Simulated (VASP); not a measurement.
Runs of VASP 6.6.1 on Hg. The structure is that of space group Im-3m (No. 229), or close to it. The cells are those of the table. 

| task | cell | cutoff (eV) | gap on the mesh (eV) | pressure (GPa) |
| --- | --- | --- | --- | --- |
| single point | a = 2.708 Å, angles 109.5°, 1 atom | 520 | none | 73.6 |
| single point | a = 3.079 Å, angles 109.5°, 1 atom | 520 | none | 0.6 |
| single point | a = 2.360 Å, angles 109.5°, 1 atom | 520 | none | 516.8 |
| relaxation of cell and atoms | relaxed from a = 3.089 Å, angles 109.5°, 1 atom | 600 | none | 0.0 |
| single point | a = 2.476 Å, angles 109.5°, 1 atom | 520 | none | (a) |

Alike in all rows: level LDA; potentials or basis VASP PAW LDA potentials, release 64 (Hg); no spin polarisation; k mesh 15 × 15 × 15; smearing fermi-dirac 0.1 eV.

**Question.** Estimate the missing entries.

**Answer.** (a) 279.8.

Caveats: spin-orbit coupling is left out, which moves the levels of the heavy elements.

A k mesh can miss the band edges, and the runs leave out spin-orbit coupling on Hg.

A gap of «none» marks levels without a gap at the run's occupations.
